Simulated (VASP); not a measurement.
# KPt: single point with LDA

The system is KPt.

```
K Pt
1.0
     3.00085    0.00000    0.00000
    -1.50042    2.59881    0.00000
     0.00000    0.00000    5.34558
K Pt
1 1
Direct
  0.00000 0.00000 0.50000
  0.66667 0.33333 0.00000
```

| Quantity | Value |
| --- | --- |
| Program | VASP 6.6.1 |
| Task | single point |
| Functional | LDA |
| Potentials or basis | VASP PAW LDA potentials, release 64 (K_sv, Pt) |
| Cutoff | 520 eV |
| k mesh | 11 × 11 × 6 |
| Occupations | fermi-dirac, width 0.08 eV |
| Spin | collinear spin |
| Starting moments | [0.0, 0.6] μB |
| Dipole correction | no |
| k mesh for the DOS | 17 × 17 × 9 |
| Occupations for the DOS | tetrahedron |
| Further INCAR settings | ALGO = Normal; EDIFF = 1e-06; NBANDS = 20 |

- Net moment: 0.00 μB per cell
- Valence electrons inside the program's atomic spheres: K 7.63; Pt 9.02

Levels at points of the mesh, in eV from the Fermi level:
Spin up:
```csv
k point,band 7,band 8,band 9,band 10,band 11,band 12,band 13,band 14
"(0.00, 0.00, 0.00)",-2.31,-2.31,-0.93,-0.93,1.70,1.79,5.66,5.66
```
Spin down:
```tsv
k point	band 7	band 8	band 9	band 10	band 11	band 12	band 13	band 14
(0.00, 0.00, 0.00)	-2.31	-2.31	-0.93	-0.93	1.70	1.79	5.66	5.66
```

Run time: 7.3 min on 1 thread of Intel Xeon 8259CL, with other jobs on the host, peak memory 0.32 GiB.

Caveat: spin-orbit coupling is left out, which moves the levels of the heavy elements.
